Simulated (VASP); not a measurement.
Write the native input for VASP 6.6.1 that does the following.

| Property | Result |
| --- | --- |
| Task | single point |
| Functional | PBEsol |
| Potentials or basis | VASP PAW PBE potentials, release 64 (Ba_sv, S) |
| Cutoff | 520 eV |
| k mesh | 6 × 6 × 6 |
| Occupations | gaussian, width 0.01 eV |
| Spin | no spin polarisation |
| Dipole correction | no |
| Further INCAR settings | ALGO = Normal; EDIFF = 1e-06; NBANDS = 15 |

The structure of BaS lies in POSCAR:

```
BaS
1.0
    0.0000000000      3.1062055637      3.1062055637
    3.1062055637      0.0000000000      3.1062055637
    3.1062055637      3.1062055637      0.0000000000
Ba S
1 1
Direct
    0.0000000000      0.0000000000      0.0000000000
    0.5000000000      0.5000000000      0.5000000000
```

These files were run (other wordings do the same):

INCAR

```
PREC     = Accurate       # precision mode
ENCUT    = 520            # plane-wave cutoff, eV
EDIFF    = 1E-6           # SCF threshold, eV
ISMEAR   = 0              # smearing method
SIGMA    = 0.01           # smearing width, eV
LREAL    = False          # projectors in reciprocal space
LASPH    = True           # aspherical terms in the spheres
NELM     = 100            # most SCF steps
ALGO     = Normal         # electronic algorithm
ISIF     = 2              # what is computed and relaxed
LWAVE    = False          # write WAVECAR
LCHARG   = True           # write CHGCAR
GGA      = PS             # functional
LELF     = True           # ELF
LVHAR    = True         
NBANDS   = 15             # bands
```

KPOINTS

```
regular mesh
0
Gamma
  6 6 6
```

Potentials or basis: VASP PAW PBE potentials, release 64 (Ba_sv, S).

The run is started by

```console
$ cat potpaw_PBE.64/Ba_sv/POTCAR potpaw_PBE.64/S/POTCAR > POTCAR
$ mpirun -np 1 vasp_std > vasp.out
```

Results of the run:

| Quantity | Value |
| --- | --- |
| Pressure | 3.9 GPa |
| Band gap on the k mesh | 1.81 eV, indirect (least direct gap 1.89 eV) |

Caveat: the PAW data sets were made with another functional, which shifts forces and pressure a little; spin-orbit coupling is left out, which moves the levels of the heavy elements.

Wall time 9 s on 1 thread of Intel(R) Xeon(R) 6975P-C (Granite Rapids) (shared host), peak memory 0.2 GiB.
